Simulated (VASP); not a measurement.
# Zn8HS8 (a cell with a defect) in VASP: notebook, part 2 of 2

VASP 6.6.1. Earlier steps stand in the parts before.

## 4. Single point, PBE

INCAR reads:

```
SYSTEM = Zn8HS8
PREC = Accurate
ENCUT = 520
EDIFF = 1E-6
ISMEAR = 0
SIGMA = 0.02
LREAL = Auto
LASPH = .TRUE.
NELM = 100
ALGO = Normal
ISIF = 2
LWAVE = .FALSE.
LCHARG = .FALSE.
GGA = PE
NELECT = 144.0
NBANDS = 86
```

KPOINTS reads:

```
regular mesh
0
G
  2 2 2
  0 0 0
```

POSCAR reads:

```
Zn8HS8
1.0
    5.4423087469      0.0000000000      5.4423087469
    0.0000000000     -5.4423087469      5.4423087469
    5.4423087469     -5.4423087469      0.0000000000
Zn S H
8 8 1
Direct
    0.4953018334      0.9952828389      0.0103278779
    0.4023888761      0.5277731627      0.0382614272
   -0.0036122537      0.9838984242      0.0058833487
   -0.0036178580      0.5100260990      0.0058860130
    0.5052625876      0.9865445438      0.4991745464
    0.5052611176      0.5052107714      0.4991769351
   -0.0009503320      0.9993854176      0.4983723133
    0.0222423985      0.4995515922      0.4748479221
    0.3708314970      0.8732748767      0.3788117499
    0.3920934293      0.3626759509      0.3787479902
    0.8777648829      0.8697254640      0.3753727683
    0.8777632292      0.3733300690      0.3753746057
    0.3719336947      0.8772813565      0.8752200990
    0.3719294686      0.3717604227      0.8752224876
    0.8673582701      0.8780081620      0.8728202902
    0.9284693749      0.3586090188      0.8505035666
   -0.2799050129      0.4540493042      0.8679708777
```

On the command line:

```bash
> cat potpaw_PBE.64/Zn/POTCAR potpaw_PBE.64/S/POTCAR potpaw_PBE.64/H/POTCAR > POTCAR
> mpirun -np 1 vasp_std > vasp.out
```

It took 3.8 min on 1 thread of Intel Xeon 6975P-C (Granite Rapids), shared host; peak memory 0.55 GiB.

The run converged. Its results:

* Free energy: -59.8267 eV
* Largest force: 0.113 eV/Å

Forces in eV/Å, atoms in the order of the input:
```
Zn   0.006  0.005  0.005
Zn  -0.039 -0.013 -0.014
Zn   0.007  0.000  0.005
Zn   0.008  0.006 -0.001
Zn  -0.008  0.007  0.006
Zn  -0.009  0.006  0.007
Zn   0.001 -0.001 -0.001
Zn  -0.013 -0.003 -0.003
S   -0.006  0.000  0.001
S   -0.001  0.003  0.004
S   -0.002 -0.004  0.004
S   -0.001  0.003 -0.004
S   -0.007  0.001  0.018
S   -0.006  0.019  0.001
S    0.003  0.002  0.002
S   -0.045 -0.018 -0.017
H    0.112 -0.013 -0.013
```

Levels at points of the mesh, in eV from the Fermi level:
```csv
k point,band 69,band 70,band 71,band 72,band 73,band 74,band 75,band 76
"(0.00, 0.00, 0.00)",-0.82,-0.20,-0.13,-0.12,1.81,2.32,2.63,3.23
"(0.50, 0.00, 0.00)",-0.61,-0.59,-0.53,-0.52,2.93,3.13,3.61,4.06
"(0.00, 0.50, 0.00)",-0.84,-0.76,-0.48,-0.47,3.03,3.19,3.42,3.84
"(0.00, 0.00, 0.50)",-0.85,-0.78,-0.49,-0.46,2.73,3.15,3.50,3.84
"(0.50, 0.50, 0.50)",-0.84,-0.76,-0.48,-0.47,3.03,3.19,3.42,3.84
"(0.50, 0.50, 0.00)",-1.05,-1.02,-0.99,-0.83,3.35,3.87,4.31,4.47
"(0.00, 0.50, 0.50)",-1.05,-1.02,-0.99,-0.83,3.35,3.87,4.31,4.47
"(0.50, 0.00, 0.50)",-1.05,-1.00,-0.99,-0.82,3.61,3.87,4.33,4.51
```

Caveat: the k points lie up to 0.50 Å⁻¹ apart; the cell carries a net charge on a neutralising background, which shifts energy and pressure; the cell is charged against a uniform background, so pressure and absolute levels hang on convention.

## 5. Single point, PBE

INCAR reads:

```
ALGO = Normal ; EDIFF = 1E-6
ENCUT = 520 ; GGA = PE
ISIF = 2 ; ISMEAR = 0
LASPH = True ; LCHARG = False
LREAL = Auto ; LWAVE = False
NBANDS = 86 ; NELECT = 146.0
NELM = 60 ; PREC = Accurate
SIGMA = 0.02
```

KPOINTS reads:

```
k-points
0
Gamma
  2 2 2
```

POSCAR reads:

```
Zn8HS8
1.0
    0.0000000000      5.4423087484     -5.4423087484
    5.4423087484      5.4423087484      0.0000000000
    5.4423087484      0.0000000000     -5.4423087484
Zn S H
8 8 1
Direct
    0.4895234951      0.4923134875     -0.0061922249
    0.5437543397     -0.1181173340      0.0400591018
    0.9548040621      0.5199027896      0.0154466613
    1.0052495646      0.0077528678     -0.0026621974
    0.4891854952      0.4920006607      0.5314258403
    0.5013895988      0.0072847760      0.4986857831
    1.0070873876      0.4960680521      0.5013003904
    1.0057665327      0.0082617510      0.4959999744
    0.3776537854      0.3780293613      0.3753589872
    0.3736103727      0.8711714493      0.3928279520
    0.8696664814      0.3751838777      0.3912590407
    0.8800484723      0.8776469180      0.3746410934
    0.3507547235      0.3577512027      0.8991113379
    0.3731447615      0.8714711383      0.8684448491
    0.8699327287      0.3748162029      0.8697059867
    0.8914848871      0.8921864276      0.8613353664
    0.6529056260      0.6175682335      1.1172129846
```

Potentials or basis: VASP PAW PBE potentials, release 64 (Zn, S, H).

On the command line:

```bash
> cat potpaw_PBE.64/Zn/POTCAR potpaw_PBE.64/S/POTCAR potpaw_PBE.64/H/POTCAR > POTCAR
> mpirun -np 1 vasp_std > vasp.out
```

OUTCAR:

```text
EDIFF = 1E-6
   ENCUT = 520
   GGA = PE
   ISIF = 2
   ISMEAR = 0
   LASPH = True
   LREAL = Auto
   NELECT = 146.0
   NELM = 60
   PREC = Accurate

 ion  position               nearest neighbor table
   1  0.490  0.492  0.994-  13 2.32  14 2.38  15 2.39   9 2.41
   2  0.544  0.882  0.040-  17 1.67  14 2.33  10 2.33  16 2.34   3 2.99
   3  0.955  0.520  0.015-  17 1.90  16 2.37  15 2.38  11 2.38  13 2.50   2 2.99
   4  0.005  0.008  0.997-  16 2.30  15 2.31  14 2.32  12 2.37
   5  0.489  0.492  0.531-  13 2.32  10 2.38  11 2.39   9 2.41
   6  0.501  0.007  0.499-  10 2.33  14 2.33   9 2.33  12 2.38
   7  0.007  0.496  0.501-  11 2.32  15 2.32   9 2.33  12 2.40
   8  0.006  0.008  0.496-  16 2.30  11 2.31  10 2.32  12 2.37
   9  0.378  0.378  0.375-   7 2.33   6 2.33   1 2.41   5 2.41
  10  0.374  0.871  0.393-   8 2.32   6 2.33   2 2.33   5 2.38
  11  0.870  0.375  0.391-   8 2.31   7 2.32   3 2.38   5 2.39
  12  0.880  0.878  0.375-   4 2.37   8 2.37   6 2.38   7 2.40
  13  0.351  0.358  0.899-   5 2.32   1 2.32   3 2.50
  14  0.373  0.871  0.868-   4 2.32   6 2.33   2 2.33   1 2.38
  15  0.870  0.375  0.870-   4 2.31   7 2.32   3 2.38   1 2.39
  16  0.891  0.892  0.861-   8 2.30   4 2.30   2 2.34   3 2.37
  17  0.653  0.618  0.117-   2 1.67   3 1.90

  LATTYP: Found a face centered cubic cell.
 ALAT       =    10.8846174968

  Lattice vectors:

 A1 = (   0.0000000000,   5.4423087484,  -5.4423087484)
 A2 = (   5.4423087484,   5.4423087484,   0.0000000000)
 A3 = (   5.4423087484,   0.0000000000,  -5.4423087484)

Analysis of symmetry for initial positions (statically):
=====================================================================
 Subroutine PRICEL returns:
 Original cell was already a primitive cell.

 Routine SETGRP: Setting up the symmetry group for a
[... 153 lines left out ...]
     AMIX_MAG =   1.60;   BMIX_MAG =  1.00
  volume/ion in A,a.u.               =      18.96       127.98
  Fermi-wavevector in a.u.,A,eV,Ry     =   1.257185  2.375736 21.504209  1.580515
  Thomas-Fermi vector in A             =   2.390857
   LORBIT       =      0    0 simple, 1 ext, 2 COOP (PROOUT), +10 PAW based schemes
   GGA     = PE    functional components
   LHFCALC =     F    Hartree Fock is set to
   AEXX    =    0.0000 exact exchange contribution
   IVDW    =     0    specifies the selected vdW correction
   LEPSILON=     F    determine dielectric tensor
   LRPA    =     F    only Hartree local field effects (RPA)
 non-spin polarized calculation
 Gauss-broadening in eV      SIGMA  =   0.02
  energy-cutoff  :      520.00
  volume of cell :      322.39
 maximum number of plane-waves:      8694
 NGX is ok and might be reduce to    60
   NGX = 29   NGY = 29   NGZ = 29

 number of electron     146.0000015 magnetization

 Free energy of the ion-electron system (eV)
  ---------------------------------------------------
  ext. energy  EPLUGINS =         0.00000000
  ---------------------------------------------------
  free energy    TOTEN  =       -52.58186640 eV

  energy without entropy =      -52.58186640  energy(sigma->0) =      -52.58186640

 E-fermi :   3.0621     XC(G=0):  -9.6504

 val. band max:        2.9474492543   @ k =   0.0000   0.5000   0.5000
 cond. band min:       4.1961432305   @ k =   0.0000   0.0000   0.0000
 fundamental gap:      1.2486939762
 Fermi energy:         3.0620512797

 k-point     1 :       0.0000    0.0000    0.0000
  band No.  band energies     occupation
      1     -11.1108      2.00000
      2     -10.2348      2.00000
      3     -10.2234      2.00000
      4     -10.2006      2.00000
      5     -10.1676      2.00000
      6      -9.9087      2.00000
[... 693 lines left out ...]
     84       7.9589      0.00000
     85       8.0910      0.00000
 [bands above 85 left out]

------------------------ aborting loop because EDIFF is reached ----------------------------------------

  FORCE on cell =-STRESS in cart. coord.  units (eV):
  Direction    XX          YY          ZZ          XY          YZ          ZX
  --------------------------------------------------------------------------------------
  -------------------------------------------------------------------------------------
  Total       12.2584910     12.1222794     12.2541859      0.5848599      0.5994049     -1.4538677
  in kB       60.9211470     60.2442148     60.8997517      2.9065842      2.9788684     -7.2253012
  external PRESSURE =      60.6883712 kB  Pullay stress =       0.0000000 kB

 VOLUME and BASIS-vectors are now :
 -----------------------------------------------------------------------------
  energy-cutoff  :      520.00
  volume of cell :      322.39
      direct lattice vectors                 reciprocal lattice vectors
     0.000000000  5.442308748 -5.442308748    -0.091872774  0.091872774 -0.091872774
     5.442308748  5.442308748  0.000000000     0.091872774  0.091872774  0.091872774
     5.442308748  0.000000000 -5.442308748     0.091872774 -0.091872774 -0.091872774

 POSITION                                       TOTAL-FORCE (eV/Angst)
 -----------------------------------------------------------------------------------
      8.08793      5.34346     -8.07275        -0.012884     -0.011571      0.015741
      5.01749      7.75876     -3.17729         0.014016      0.016815      0.011176
      2.91354      8.02581     -5.28040        -0.015114      0.020598     -0.017878
      5.47001      0.07076     -5.45639         0.002096      0.009331      0.006551
      5.56980      5.33992     -5.55448         0.009653     -0.006402     -0.008215
      2.75365      2.76836     -5.44272         0.003808      0.004206      0.002047
[... 9 lines left out ...]
      9.54321      9.70729     -9.53939         0.002033     -0.003694     -0.000040
      3.99891      6.91431     -4.19122         0.003501     -0.017498     -0.003549
 -----------------------------------------------------------------------------------
    total drift:                               -0.000256      0.000121     -0.005205

  FREE ENERGIE OF THE ION-ELECTRON SYSTEM (eV)
  ---------------------------------------------------
  free  energy   TOTEN  =       -52.5818663966 eV

  energy  without entropy=      -52.5818663966  energy(sigma->0) =      -52.58186640
```

OSZICAR:

```text
N       E                     dE             d eps       ncg     rms          rms(c)
DAV:   1     0.136677874381E+04    0.13668E+04   -0.65240E+04  1376   0.204E+03
DAV:   2     0.182413805157E+03   -0.11844E+04   -0.11434E+04  1376   0.504E+02
DAV:   3    -0.403746220575E+02   -0.22279E+03   -0.21601E+03  1522   0.185E+02
DAV:   4    -0.566386435626E+02   -0.16264E+02   -0.16137E+02  1584   0.504E+01
DAV:   5    -0.570302508483E+02   -0.39161E+00   -0.39052E+00  1568   0.784E+00    0.206E+01
DAV:   6    -0.525487534443E+02    0.44815E+01   -0.79320E+00  2114   0.452E+01    0.157E+01
DAV:   7    -0.527128118471E+02   -0.16406E+00   -0.12155E+01  1672   0.115E+01    0.688E+00
DAV:   8    -0.525663582627E+02    0.14645E+00   -0.14993E+00  1722   0.153E+01    0.273E+00
DAV:   9    -0.525817593525E+02   -0.15401E-01   -0.26145E-01  1688   0.572E+00    0.617E-01
DAV:  10    -0.525799456380E+02    0.18137E-02   -0.28520E-02  1840   0.224E+00    0.313E-01
DAV:  11    -0.525814666999E+02   -0.15211E-02   -0.13131E-02  1656   0.754E-01    0.198E-01
DAV:  12    -0.525817794422E+02   -0.31274E-03   -0.33613E-03  1744   0.708E-01    0.103E-01
DAV:  13    -0.525818167730E+02   -0.37331E-04   -0.53236E-04  1640   0.272E-01    0.523E-02
DAV:  14    -0.525818621823E+02   -0.45409E-04   -0.16444E-04  1648   0.141E-01    0.162E-02
DAV:  15    -0.525818642221E+02   -0.20398E-05   -0.52731E-05  1704   0.688E-02    0.743E-03
DAV:  16    -0.525818658179E+02   -0.15958E-05   -0.95739E-06  1512   0.300E-02    0.436E-03
DAV:  17    -0.525818663966E+02   -0.57869E-06   -0.14712E-06   904   0.116E-02
   1 F= -.52581866E+02 E0= -.52581866E+02  d E =-.144652E-16
```

Wall time 4.8 min (1 thread of Intel Xeon 6975P-C (Granite Rapids), shared host); peak memory 0.54 GiB.

Results:

```
Free energy   : -52.5819 eV
Largest force : 0.031 eV/Å
```

Forces in eV/Å, atoms in the order of the input:
```
Zn  -0.013 -0.012  0.016
Zn   0.014  0.017  0.011
Zn  -0.015  0.021 -0.018
Zn   0.002  0.009  0.007
Zn   0.010 -0.006 -0.008
Zn   0.004  0.004  0.002
Zn  -0.002  0.001 -0.005
Zn  -0.001  0.001  0.007
S    0.000  0.006  0.000
S   -0.005  0.002  0.000
S    0.003 -0.003  0.001
S   -0.003  0.001  0.001
S    0.001 -0.017 -0.001
S    0.000  0.002 -0.006
S    0.001 -0.005  0.000
S    0.002 -0.004  0.000
H    0.004 -0.017 -0.004
```

Levels at points of the mesh, in eV from the Fermi level:
| k point | band 70 | band 71 | band 72 | band 73 | band 74 | band 75 | band 76 | band 77 |
| --- | --- | --- | --- | --- | --- | --- | --- | --- |
| (0.00, 0.00, 0.00) | -1.51 | -1.13 | -1.08 | -0.95 | 1.13 | 2.00 | 2.03 | 2.10 |
| (0.50, 0.00, 0.00) | -1.60 | -1.54 | -1.30 | -0.57 | 2.18 | 2.45 | 2.96 | 3.16 |
| (0.00, 0.50, 0.00) | -1.61 | -1.46 | -1.44 | -0.50 | 2.14 | 2.41 | 2.97 | 3.12 |
| (0.00, 0.00, 0.50) | -1.67 | -1.53 | -1.15 | -0.46 | 2.11 | 2.54 | 3.01 | 3.02 |
| (0.50, 0.50, 0.50) | -1.67 | -1.53 | -1.15 | -0.46 | 2.11 | 2.54 | 3.01 | 3.02 |
| (0.50, 0.50, 0.00) | -1.97 | -1.85 | -1.40 | -0.21 | 3.20 | 3.28 | 3.30 | 3.42 |
| (0.00, 0.50, 0.50) | -1.92 | -1.80 | -1.63 | -0.11 | 3.22 | 3.25 | 3.29 | 3.40 |
| (0.50, 0.00, 0.50) | -1.92 | -1.81 | -1.63 | -0.11 | 3.22 | 3.25 | 3.28 | 3.40 |

Caveat: the k points lie up to 0.50 Å⁻¹ apart; the cell carries a net charge on a neutralising background, which shifts energy and pressure; the cell is charged against a uniform background, so pressure and absolute levels hang on convention.

## 6. Single point, PBE

INCAR reads:

```
PREC     = Accurate       # precision mode
ENCUT    = 520            # plane-wave cutoff, eV
EDIFF    = 1E-6           # SCF threshold, eV
ISMEAR   = 0              # smearing method
SIGMA    = 0.02           # smearing width, eV
LREAL    = Auto         
LASPH    = True           # aspherical terms in the spheres
NELM     = 80             # most SCF steps
ALGO     = Normal         # electronic algorithm
ISIF     = 2              # what is computed and relaxed
LWAVE    = False          # write WAVECAR
LCHARG   = False          # write CHGCAR
GGA      = PE             # functional
NELECT   = 146.0        
NBANDS   = 86             # bands
```

KPOINTS reads:

```
regular mesh
0
Gamma
  2 2 2
```

POSCAR reads:

```
Zn8HS8
1.0
    0.0000000000      5.4423087484     -5.4423087484
    5.4423087484      5.4423087484      0.0000000000
    5.4423087484      0.0000000000     -5.4423087484
Zn S H
8 8 1
Direct
    0.4992948077      0.4886291137      0.0004589045
    0.5238923648     -0.0110249166     -0.0035868968
    0.9342293381      0.5329838188      0.0443005921
    1.0107139735      0.0029479217     -0.0146519618
    0.5194803586      0.4831832631      0.5056492800
    0.5042222202     -0.0128673332      0.4991721576
    1.0093067582      0.4743036677      0.5141141617
    1.0215035120     -0.0289971605      0.4815323094
    0.3851636496      0.3624583961      0.3797190853
    0.3808348802      0.8627658255      0.3758156868
    0.8945900950      0.3271011591      0.4107006058
    0.8837361536      0.8538258696      0.3647994062
    0.3589704462      0.3721442670      0.8870610293
    0.3865151900      0.8675536832      0.8742570883
    0.8753065510      0.3760963581      0.8871588738
    0.8986209210      0.8982736419      0.8372684665
    0.7105217985      0.6719142866      1.1801919547
```

Potentials or basis: VASP PAW PBE potentials, release 64 (Zn, S, H).

On the command line:

```bash
> cat potpaw_PBE.64/Zn/POTCAR potpaw_PBE.64/S/POTCAR potpaw_PBE.64/H/POTCAR > POTCAR
> mpirun -np 1 vasp_std > vasp.out
```

It took 5.1 min on 1 thread of Intel Xeon 6975P-C (Granite Rapids), shared host; peak memory 0.55 GiB.

It converged, with:

| Quantity | Value |
| --- | --- |
| Free energy | -51.7316 eV |
| Largest force | 0.775 eV/Å |

Forces in eV/Å, atoms in the order of the input:
```
Zn  -0.025 -0.003  0.002
Zn  -0.023  0.000 -0.143
Zn  -0.048 -0.077  0.071
Zn   0.004  0.066 -0.047
Zn  -0.009  0.124 -0.013
Zn   0.069  0.007 -0.005
Zn  -0.001  0.047 -0.060
Zn   0.081  0.025 -0.015
S    0.010  0.072 -0.035
S    0.156  0.000 -0.005
S    0.032  0.131 -0.059
S    0.041  0.007 -0.009
S   -0.054  0.011 -0.019
S    0.012  0.034 -0.076
S   -0.040 -0.013  0.002
S    0.037  0.082 -0.117
H   -0.241 -0.514  0.528
```

Levels at points of the mesh, in eV from the Fermi level:
| k point | band 69 | band 70 | band 71 | band 72 | band 73 | band 74 | band 75 | band 76 | band 77 | band 78 |
| --- | --- | --- | --- | --- | --- | --- | --- | --- | --- | --- |
| (0.00, 0.00, 0.00) | -2.79 | -2.22 | -2.07 | -1.98 | -1.58 | 0.10 | 1.02 | 1.09 | 1.10 | 1.19 |
| (0.50, 0.00, 0.00) | -2.60 | -2.54 | -2.47 | -2.37 | -0.84 | 1.26 | 1.41 | 2.13 | 2.16 | 2.20 |
| (0.00, 0.50, 0.00) | -2.58 | -2.58 | -2.50 | -2.32 | -0.30 | 1.22 | 1.39 | 1.99 | 2.02 | 2.14 |
| (0.00, 0.00, 0.50) | -2.58 | -2.58 | -2.50 | -2.30 | -0.26 | 1.20 | 1.39 | 2.00 | 2.02 | 2.13 |
| (0.50, 0.50, 0.50) | -2.68 | -2.67 | -2.41 | -2.29 | -1.24 | 1.14 | 1.62 | 1.94 | 2.02 | 2.03 |
| (0.50, 0.50, 0.00) | -2.99 | -2.95 | -2.90 | -2.62 | -0.12 | 2.23 | 2.25 | 2.32 | 2.46 | 2.50 |
| (0.00, 0.50, 0.50) | -2.96 | -2.86 | -2.83 | -2.71 | -0.59 | 2.11 | 2.18 | 2.31 | 2.41 | 2.58 |
| (0.50, 0.00, 0.50) | -2.99 | -2.94 | -2.90 | -2.64 | -0.15 | 2.23 | 2.24 | 2.32 | 2.47 | 2.48 |

Caveat: the k points lie up to 0.50 Å⁻¹ apart; the cell carries a net charge on a neutralising background, which shifts energy and pressure; the cell is charged against a uniform background, so pressure and absolute levels hang on convention.
